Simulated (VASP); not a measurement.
Ti, 2 atoms in the cell. The structure is monoclinic, space group P2_1/m (No. 11). Conventional cell: a = 2.938 Å, b = 4.651 Å, c = 2.938 Å, α = 90.00°, β = 120.00°, γ = 90.00°. Within 3.5 Å of Ti (site symmetry m) lie 12 Ti at 2.68 to 3.13 Å.  This cell differs from its parent crystal: atoms displaced along a vibrational mode.

- Program: VASP 6.6.1
- Task: single point
- Functional: PBE
- Potentials or basis: VASP PAW PBE potentials, release 64 (Ti_sv)
- Cutoff: 520 eV
- k mesh: 18 × 18 × 10
- Occupations: gaussian, width 0.15 eV
- Spin: no spin polarisation
- Dipole correction: no
- Further INCAR settings: ALGO = Fast; EDIFF = 1e-06; NBANDS = 19

Potentials or basis: VASP PAW PBE potentials, release 64 (Ti_sv).

Command:

```sh
$ cat potpaw_PBE.64/Ti_sv/POTCAR > POTCAR
$ mpirun -np 1 vasp_std > vasp.out
```

Hardware: 1 thread of Oxide Virtual Turin-like Processor, with other jobs on the host.

**Question.** Estimate the wall time of this run.

**Answer.** Run time: 37 min on 1 thread of Oxide Virtual Turin-like Processor (shared host), peak memory 0.55 GiB. Counts: scf iterations 37, k points 984.
